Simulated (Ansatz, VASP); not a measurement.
NiO: VASP beside Ansatz

The input INCAR:

```
  PREC = Accurate
  ENCUT = 520
  EDIFF = 1E-6
  ISMEAR = 0
  SIGMA = 0.026000000000000002
  LREAL = F
  LASPH = T
  NELM = 150
  ALGO = Normal
  ISIF = 2
  LWAVE = F
  LCHARG = T
  ISPIN = 2
  MAGMOM = 1 0
  LORBIT = 11
  LMAXMIX = 4
  GGA = PE
  LELF = T
  LVHAR = T
  NBANDS = 19
```

Contents of KPOINTS:

```
Automatic mesh
0
Gamma
  11 11 11
```

POSCAR

```
NiO
1.0
    0.0000000000      2.0859016414      2.0859016414
    2.0859016414      0.0000000000      2.0859016414
    2.0859016414      2.0859016414      0.0000000000
Ni O
1 1
Direct
    0.0000000000      0.0000000000      0.0000000000
    0.5000000000      0.5000000000      0.5000000000
```

Contents of input.yaml:

```yaml
crystal:
  lattice:
    - [0.0, 2.0859016414, 2.0859016414]
    - [2.0859016414, 0.0, 2.0859016414]
    - [2.0859016414, 2.0859016414, 0.0]
  atoms:
    - { symbol: Ni, position: [0.0, 0.0, 0.0], spin: 1.0 }
    - { symbol: O, position: [0.5, 0.5, 0.5] }
kpoints:
  mp_grid: { grid: [11, 11, 11] }
scf:
  occupations: { method: gaussian, width: 0.026 }
hamiltonian:
  xc: pbe
  pseudopotentials: { kind: all_electron, lapw: { basis_error: 0.001 } }
magnetization:
  spin_polarized: true
output:
  forces: true
  stress: true
  eigenvalues: true
```

Alike in both runs: task single point; functional PBE; k mesh 11 × 11 × 11; occupations gaussian, width 0.026 eV; collinear spin.

|  | VASP | Ansatz |
| --- | --- | --- |
| version | VASP 6.6.1 | Ansatz 0.2.0 |
| potentials or method | VASP PAW PBE potentials, release 64 (Ni, O), cutoff 520 eV | all-electron LAPW, scalar-relativistic |

Ansatz gave:

| Item | Value |
| --- | --- |
| gap on the k mesh at the Fermi level (eV) | none |
| pressure (GPa) | 6.6 |
| net moment per atom (μB) | 0.91 |
| size of the moment on the site where the two differ most (μB) | 1.51 |

**Question.** Estimate VASP's values.

**Answer.** gap on the k mesh at the Fermi level (eV): none; pressure (GPa): 5.9; net moment per atom (μB): 0.88; size of the moment on the site where the two differ most (μB): 1.45.

Site moments also hang on the region over which each program counts them. A gap of «none» marks a metal or a gap that the smearing closes. Ansatz ran all-electron here, and VASP with PAW potentials.
